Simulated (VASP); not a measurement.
# Er (Im-3m) in VASP: single point with PBE

Aim: the single point of Er with PBE.

Program: VASP 6.6.1. These are calculated values, not measurements. Logs are shortened: lines on timing, memory, paths and dates and some standing lists are left out, and cuts for length are marked.

## 1. The cell of the first run

The structure is cubic, space group Im-3m (No. 229). Conventional cell: a = 3.956 Å, b = 3.956 Å, c = 3.956 Å, α = 90.00°, β = 90.00°, γ = 90.00°. Within 4.5 Å of Er (site symmetry m-3m) lie 14 Er at 3.43 to 3.96 Å.

This isn't the form of Er at room conditions, which is hcp.

## 2. Single point, PBE, collinear spin, ferromagnetic start

INCAR

```
  PREC = Accurate
  ENCUT = 520
  EDIFF = 1E-6
  ISMEAR = -1
  SIGMA = 0.05
  LREAL = False
  LASPH = True
  NELM = 150
  ALGO = Normal
  ISIF = 2
  LWAVE = False
  LCHARG = True
  ISPIN = 2
  MAGMOM = 4.5
  LORBIT = 11
  LMAXMIX = 6
  GGA = PE
  LELF = True
  LVHAR = True
  NBANDS = 21
```

KPOINTS

```
regular mesh
0
Gamma
  9 9 9
```

POSCAR

```
Er
1.0
   -1.9779384575      1.9779384575      1.9779384575
    1.9779384575     -1.9779384575      1.9779384575
    1.9779384575      1.9779384575     -1.9779384575
Er
1
Direct
    0.0000000000      0.0000000000      0.0000000000
```

Potentials or basis: VASP PAW PBE potentials, release 64 (Er).

Command:

```bash
> cat potpaw_PBE.64/Er/POTCAR > POTCAR
> mpirun -np 1 vasp_std > vasp.out
```

OUTCAR:

```text
PREC = Accurate
   ENCUT = 520
   EDIFF = 1E-6
   ISMEAR = -1
   LREAL = False
   LASPH = True
   NELM = 150
   ISIF = 2
   ISPIN = 2
   LORBIT = 11
   GGA = PE

 ion  position               nearest neighbor table
   1  0.000  0.000  0.000-

  LATTYP: Found a body centered cubic cell.
 ALAT       =     3.9558769150

  Lattice vectors:

 A1 = (  -1.9779384575,   1.9779384575,   1.9779384575)
 A2 = (   1.9779384575,  -1.9779384575,   1.9779384575)
 A3 = (   1.9779384575,   1.9779384575,  -1.9779384575)

Analysis of symmetry for initial positions (statically):
=====================================================================
 Subroutine PRICEL returns:
 Original cell was already a primitive cell.

 Routine SETGRP: Setting up the symmetry group for a
 body centered cubic supercell.

 Subroutine GETGRP returns: Found 48 space group operations
 (whereof 48 operations were pure point group operations)
 out of a pool of 48 trial point group operations.

The static configuration has the point symmetry O_h .

Analysis of symmetry for dynamics (positions and initial velocities):
=====================================================================
 Subroutine PRICEL returns:
 Original cell was already a primitive cell.

 Routine SETGRP: Setting up the symmetry group for a
 body centered cubic supercell.

 Subroutine GETGRP returns: Found 48 space group operations
 (whereof 48 operations were pure point group operations)
 out of a pool of 48 trial point group operations.

The dynamic configuration has the point symmetry O_h .

Analysis of structural, dynamic, and magnetic symmetry:
=====================================================================
 Subroutine PRICEL returns:
 Original cell was already a primitive cell.

 Routine SETGRP: Setting up the symmetry group for a
 body centered cubic supercell.

 Subroutine GETGRP returns: Found 48 space group operations
 (whereof 48 operations were pure point group operations)
 out of a pool of 48 trial point group operations.

The overall configuration has the point symmetry O_h .

 Subroutine INISYM returns: Found 48 space group operations
 (whereof 48 operations are pure point group operations),
 and found     1 'primitive' translations

----------------------------------------------------------------------------------------

                                     Primitive cell

  volume of cell :      30.9527

  direct lattice vectors                    reciprocal lattice vectors
    -1.977938458  1.977938458  1.977938458     0.000000000  0.252788452  0.252788452
     1.977938458 -1.977938458  1.977938458     0.252788452  0.000000000  0.252788452
     1.977938458  1.977938458 -1.977938458     0.252788452  0.252788452  0.000000000

  length of vectors
     3.425889903  3.425889903  3.425889903     0.357496857  0.357496857  0.357496857

  position of ions in fractional coordinates (direct lattice)
     0.000000000  0.000000000  0.000000000

  ion indices of the primitive-cell ions
   primitive index   ion index
                 1           1

----------------------------------------------------------------------------------------

 KPOINTS: regular mesh

Automatic generation of k-mesh.
 Grid dimensions read from file:
 generate k-points for:    9    9    9

 Generating k-lattice:

  Cartesian coordinates                     Fractional coordinates (reciprocal lattice)
     0.000000000  0.028087606  0.028087606     0.111111111  0.000000000  0.000000000
     0.028087606  0.000000000  0.028087606     0.000000000  0.111111111  0.000000000
     0.028087606  0.028087606  0.000000000     0.000000000  0.000000000  0.111111111

  Length of vectors
     0.039721873  0.039721873  0.039721873

  Shift w.r.t. Gamma in fractional coordinates (k-lattice)
     0.000000000  0.000000000  0.000000000

 Subroutine IBZKPT returns following result:
 ===========================================

 Found     35 irreducible k-points:

 Following reciprocal coordinates:
            Coordinates               Weight
  0.000000  0.000000  0.000000      1.000000
  0.111111  0.000000  0.000000     12.000000
  0.222222  0.000000  0.000000     12.000000
  0.333333  0.000000  0.000000     12.000000
  0.444444  0.000000  0.000000     12.000000
  0.111111  0.111111  0.000000     24.000000
[... 16 lines left out ...]
 -0.333333  0.444444  0.111111     48.000000
 -0.444444 -0.444444  0.111111     24.000000
 [... further k-points ...]
   k-points           NKPTS =     35   k-points in BZ     NKDIM =     35   number of bands    NBANDS=     21
   number of dos      NEDOS =    301   number of ions     NIONS =      1
   total plane-waves  NPLWV =  21952
   dimension x,y,z NGX =    28 NGY =   28 NGZ =   28
   dimension x,y,z NGXF=    56 NGYF=   56 NGZF=   56
   ions per type =               1
   NGX,Y,Z   is equivalent  to a cutoff of  13.59, 13.59, 13.59 a.u.
   NGXF,Y,Z  is equivalent  to a cutoff of  27.17, 27.17, 27.17 a.u.
 SYSTEM =  unknown system
   PREC   = accura    normal or accurate (medium, high low for compatibility)
   ISTART =      0    job   : 0-new  1-cont  2-samecut
   ICHARG =      2    charge: 1-file 2-atom 10-const
   ISPIN  =      2    spin polarized calculation?
   LNONCOLLINEAR =      F non collinear calculations
   LSORBIT =      F    spin-orbit coupling
   LASPH  =      T    aspherical Exc in radial PAW
   ENCUT  =  520.0 eV  38.22 Ry    6.18 a.u.   6.37  6.37  6.37*2*pi/ulx,y,z
   NELM   =    150;   NELMIN=  2; NELMDL= -5     # of ELM steps
   EDIFF  = 0.1E-05   stopping-criterion for ELM
   LREAL  =      F    real-space projection
   EDIFFG = 0.1E-04   stopping-criterion for IOM
   NSW    =      0    number of steps for IOM
   IBRION =     -1    ionic relax: 0-MD 1-quasi-New 2-CG
   NFREE  =      0    steps in history (QN), initial steepest desc. (CG)
   ISIF   =      2    stress and relaxation
   ISYM   =      2    0-nonsym 1-usesym 2-fastsym
   POTIM  = 0.5000    time-step for ionic-motion
   TEBEG  =    0.0;   TEEND  =   0.0 temperature during run
   PSTRESS=    0.0 pullay stress
   NELECT =      22.0000    total number of electrons
   NUPDOWN=      -1.0000    fix difference up-down
   EMIN   =  10.00;   EMAX   =-10.00  energy-range for DOS
   EFERMI =   0.00;   METHOD = LEGACY
   ISMEAR =    -1;   SIGMA  =   0.05  broadening in eV -4-tet -1-fermi 0-gaus
   EFERMI_NEDOS =   21; number of points for ismear=-14 and -15
   IALGO  =     38    algorithm
   IMIX   =      4    mixing-type and parameters
     AMIX     =   0.40;   BMIX     =  1.00
     AMIX_MAG =   1.60;   BMIX_MAG =  1.00
  volume/ion in A,a.u.               =      30.95       208.88
  Fermi-wavevector in a.u.,A,eV,Ry     =   1.460998  2.760886 29.041842  2.134515
  Thomas-Fermi vector in A             =   2.577381
   LORBIT       =     11    0 simple, 1 ext, 2 COOP (PROOUT), +10 PAW based schemes
   GGA     = PE    functional components
   LHFCALC =     F    Hartree Fock is set to
   AEXX    =    0.0000 exact exchange contribution
   IVDW    =     0    specifies the selected vdW correction
   LEPSILON=     F    determine dielectric tensor
   LRPA    =     F    only Hartree local field effects (RPA)
 spin polarized calculation
  energy-cutoff  :      520.00
  volume of cell :       30.95
 maximum number of plane-waves:       887
 NGX is ok and might be reduce to    28
   NGX = 13   NGY = 13   NGZ = 13

 number of electron      22.0000007 magnetization       2.3080607

 Free energy of the ion-electron system (eV)
  ---------------------------------------------------
  ext. energy  EPLUGINS =         0.00000000
  ---------------------------------------------------
  free energy    TOTEN  =        -5.14466823 eV

  energy without entropy =       -5.09483366  energy(sigma->0) =       -5.11975094

 E-fermi :   2.5783     XC(G=0): -10.1509

 val. band max:        2.5756027915   @ k =   0.3333   0.3333   0.0000
 cond. band min:       2.5787088161   @ k =  -0.4444   0.4444   0.2222
 fundamental gap:      0.0031060247
 Fermi energy:         2.5782540010

 spin component 1

 k-point     1 :       0.0000    0.0000    0.0000
  band No.  band energies     occupation
      1     -46.9842      1.00000
      2     -20.7627      1.00000
      3     -20.7627      1.00000
      4     -20.7627      1.00000
      5      -2.7371      1.00000
      6      -0.2810      1.00000
[... 13 lines left out ...]
     20      13.9391      0.00000
     21      21.5888      0.00000

 k-point     2 :       0.1111    0.0000    0.0000
  band No.  band energies     occupation
      1     -46.9786      1.00000
      2     -20.8409      1.00000
      3     -20.7869      1.00000
      4     -20.7630      1.00000
      5      -2.3794      1.00000
      6      -0.2764      1.00000
[... 13 lines left out ...]
     20      14.9602      0.00000
     21      19.0994      0.00000
[... 487 lines left out ...]
      5      -0.2354      1.00000
      6      -0.1861      1.00000
[... 13 lines left out ...]
     20      15.1991      0.00000
     21      18.0501      0.00000

 k-point    24 :      -0.4444   -0.4444    0.1111
  band No.  band energies     occupation
      1     -46.9273      1.00000
      2     -21.3265      1.00000
      3     -21.0608      1.00000
      4     -20.8627      1.00000
      5      -0.2236      1.00000
      6      -0.1782      1.00000
[... 13 lines left out ...]
     20      14.7799      0.00000
     21      18.2706      0.00000

 [... further k-points ...]

 spin component 2

 k-point     1 :       0.0000    0.0000    0.0000
  band No.  band energies     occupation
      1     -45.9204      1.00000
      2     -20.0121      1.00000
      3     -20.0121      1.00000
      4     -20.0121      1.00000
      5      -2.7912      1.00000
      6       1.6106      1.00000
[... 13 lines left out ...]
     20      13.9650      0.00000
     21      21.5894      0.00000

 k-point     2 :       0.1111    0.0000    0.0000
  band No.  band energies     occupation
      1     -45.9142      1.00000
      2     -20.0980      1.00000
      3     -20.0382      1.00000
      4     -20.0126      1.00000
      5      -2.4271      1.00000
      6       1.5870      1.00000
[... 13 lines left out ...]
     20      15.0211      0.00000
     21      19.1001      0.00000
[... 487 lines left out ...]
      5       0.9626      1.00000
      6       1.4541      1.00000
[... 13 lines left out ...]
     20      15.3254      0.00000
     21      18.1333      0.00000

 k-point    24 :      -0.4444   -0.4444    0.1111
  band No.  band energies     occupation
      1     -45.8577      1.00000
      2     -20.6268      1.00000
      3     -20.3356      1.00000
      4     -20.1212      1.00000
      5       1.3231      1.00000
      6       1.4480      1.00000
[... 13 lines left out ...]
     20      14.8165      0.00000
     21      18.2748      0.00000

 [... further k-points ...]
[... 5 lines left out ...]
  --------------------------------------------------------------------------------------
  -------------------------------------------------------------------------------------
  Total        0.4695178      0.4695178      0.4695178      0.0000000      0.0000000     -0.0000000
  in kB       24.3032493     24.3032493     24.3032493      0.0000000      0.0000000     -0.0000000
  external PRESSURE =      24.3032493 kB  Pullay stress =       0.0000000 kB

 VOLUME and BASIS-vectors are now :
 -----------------------------------------------------------------------------
  energy-cutoff  :      520.00
  volume of cell :       30.95
      direct lattice vectors                 reciprocal lattice vectors
    -1.977938458  1.977938458  1.977938458     0.000000000  0.252788452  0.252788452
     1.977938458 -1.977938458  1.977938458     0.252788452  0.000000000  0.252788452
     1.977938458  1.977938458 -1.977938458     0.252788452  0.252788452  0.000000000

 POSITION                                       TOTAL-FORCE (eV/Angst)
 -----------------------------------------------------------------------------------
      0.00000      0.00000      0.00000         0.000000      0.000000      0.000000
 -----------------------------------------------------------------------------------
    total drift:                               -0.000000     -0.000000     -0.000000

  FREE ENERGIE OF THE ION-ELECTRON SYSTEM (eV)
  ---------------------------------------------------
  free  energy   TOTEN  =        -5.1446682252 eV

  energy  without entropy=       -5.0948336568  energy(sigma->0) =       -5.11975094

 total charge

# of ion       s       p       d       f       tot
--------------------------------------------------
    1        2.140   5.755   0.391  11.362  19.648

 magnetization (x)

# of ion       s       p       d       f       tot
--------------------------------------------------
    1        0.003  -0.030  -0.016   2.431   2.389
```

Wall time 1.7 min (1 thread of Intel Xeon Platinum 8488C (Sapphire Rapids), shared host); peak memory 0.22 GiB.

What came out:

```
Free energy                                           : -5.1447 eV
Pressure                                              : 2.4 GPa
Net moment                                            : 2.31 μB per cell
Site moments                                          : Er +2.39 μB
Valence electrons inside the program's atomic spheres : Er 19.65
```

Caveat: the magnetic or orbital state may not be the lowest; spin-orbit coupling is left out, which moves the levels of the heavy elements; semilocal functionals describe open f shells poorly, which spoils levels, moments and volumes.
